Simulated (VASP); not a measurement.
Input of a VASP 6.6.1 run:

INCAR

```
SYSTEM = ZrSi2
  PREC = Accurate
  ENCUT = 600
  EDIFF = 1E-6
  ISMEAR = 0
  SIGMA = 0.1
  LREAL = .FALSE.
  LASPH = .TRUE.
  NELM = 100
  ALGO = Fast
  ISIF = 3
  LWAVE = .FALSE.
  LCHARG = .FALSE.
  GGA = PS
  IBRION = 2
  NSW = 70
  EDIFFG = -0.008
  PSTRESS = -10.0
```

KPOINTS

```
regular mesh
0
G
  10 10 10
  0 0 0
```

POSCAR

```
ZrSi2
1.0
    1.8430948709     -7.3065944754      0.0000000000
    1.8430948709      7.3065944754      0.0000000000
    0.0000000000      0.0000000000      3.6686399605
Zr Si
2 4
Direct
    0.8952826023      0.1047173977      0.7500000000
    0.1047173977      0.8952826023      0.2500000000
    0.5539585034      0.4460414966      0.7500000000
    0.4460414966      0.5539585034      0.2500000000
    0.2502317899      0.7497682101      0.7500000000
    0.7497682101      0.2502317899      0.2500000000
```

Potentials or basis: VASP PAW PBE potentials, release 64 (Zr_sv, Si).

Command:

```console
$ cat potpaw_PBE.64/Zr_sv/POTCAR potpaw_PBE.64/Si/POTCAR > POTCAR
$ mpirun -np 1 vasp_std > vasp.out
```

Question: Estimate the band gap on the k mesh.

Answer: Zero (bands 20 and 21 overlap by 0.98 eV).

Question: Predict the relaxed cell.

Answer: a = 7.542 Å, b = 7.542 Å, c = 3.665 Å, α = 90.00°, β = 90.00°, γ = 151.72°.

Question: What does it give for the space group after relaxing (to 0.1 Å)?

Answer: Cmcm (No. 63).

The path:
| step | energy change (eV) | largest force (eV/Å) | pressure (GPa) | volume (Å³) |
| --- | --- | --- | --- | --- |
| 1 | 0.0000 | 0.0265 | -1.16 | 98.81 |
| 2 | -0.0015 | 0.0107 | -0.81 | 98.58 |
| 3 | -0.0011 | 0.0165 | -0.92 | 98.66 |
| 4 | -0.0010 | 0.0170 | -0.92 | 98.67 |
| 5 | -0.0005 | 0.0218 | -1.04 | 98.74 |
| 6 | -0.0010 | 0.0173 | -0.96 | 98.68 |
| 7 | -0.0010 | 0.0171 | -0.96 | 98.67 |
| 8 | -0.0008 | 0.0113 | -0.98 | 98.71 |
| 9 | -0.0005 | 0.0040 | -1.03 | 98.76 |

Caveat: the cell is relaxed towards a set pressure, so the run minimises the enthalpy, not the energy; the PAW data sets were made with another functional, which shifts forces and pressure a little.
